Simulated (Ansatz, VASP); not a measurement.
# Two plane-wave programs on OsCl3

The input INCAR:

```
  PREC = Accurate
  ENCUT = 520
  EDIFF = 1E-7
  ISMEAR = 0
  SIGMA = 0.05
  LREAL = F
  LASPH = T
  NELM = 150
  ALGO = Normal
  ISIF = 2
  LWAVE = F
  LCHARG = F
  ISPIN = 2
  MAGMOM = 5 0 0 0
  LORBIT = 11
  LMAXMIX = 4
  LDAU = T
  LDAUTYPE = 2
  LDAUL = 2 -1
  LDAUU = 3 0
  LDAUJ = 0 0
  LDAUPRINT = 1
  NBANDS = 26
```

Contents of KPOINTS:

```
Automatic mesh
0
Gamma
  4 4 4
```

File POSCAR:

```
OsCl3
1.0
    4.9123188200      0.0000000000      0.0000000000
    0.0000000000      4.9123188200      0.0000000000
    0.0000000000      0.0000000000      4.9123188200
Os Cl
1 3
Direct
    0.0000000000      0.0000000000      0.0000000000
    0.5000000000      0.0000000000      0.0000000000
    0.0000000000      0.0000000000      0.5000000000
    0.0000000000      0.5000000000      0.0000000000
```

Input for Ansatz:

```yaml
crystal:
  lattice:
    - [4.91231882, 0.0, 0.0]
    - [0.0, 4.91231882, 0.0]
    - [0.0, 0.0, 4.91231882]
  atoms:
    - { symbol: Os, position: [0.0, 0.0, 0.0], spin: 5.0 }
    - { symbol: Cl, position: [0.5, 0.0, 0.0] }
    - { symbol: Cl, position: [0.0, 0.0, 0.5] }
    - { symbol: Cl, position: [0.0, 0.5, 0.0] }
basis:
  ecutwfc: 420
  ecutrho_ratio: 4
kpoints:
  mp_grid: { grid: [4, 4, 4] }
hamiltonian:
  xc: lda
  hubbard: { sites: [{ site: 0, l: d, u_eff: 3.0 }] }
scf:
  occupations: { method: gaussian, width: 0.05 }
  lower_state_search: "off"
  max_iter: 150
output:
  forces: true
  stress: true
  eigenvalues: true
  populations: true
  hubbard: { sites: [{ site: 0, l: d }] }
magnetization:
  spin_polarized: true
```

Alike in both runs: task single point; functional LDA; k mesh 4 × 4 × 4; occupations gaussian, width 0.05 eV; collinear spin; Hubbard terms Os d U = 3.0 eV.

|  | VASP | Ansatz |
| --- | --- | --- |
| version | VASP 6.6.1 | Ansatz 0.2.0 |
| potentials or method | VASP PAW LDA potentials, release 64 (Os, Cl), cutoff 520 eV | scalar-relativistic, plane waves, PAW |
| valence electrons in the cell | 29 | 37 |

```csv
,VASP,Ansatz,Ansatz less VASP
gap on the k mesh at the Fermi level (eV),none,none,-
pressure (GPa),-7.3,-7.3,-0.03
net moment per atom (μB),0.62,0.62,0.000
size of the moment on the site where the two differ most (μB),2.50,1.65,-0.848
```

LDA's correlation is that of Perdew and Zunger in VASP and of Perdew and Wang (1992) in Ansatz. Site moments also hang on the region over which each program counts them. The programs project onto different local orbitals, so the same U acts differently, and such runs can settle in different states. A gap of «none» marks a metal or a gap that the smearing closes. VASP's potentials hold 29 valence electrons a cell and Ansatz's 37, so a difference there can come from the potentials and not from the codes. Ansatz's warnings: filled band counts differ across k points.

Spin-orbit coupling is off throughout.
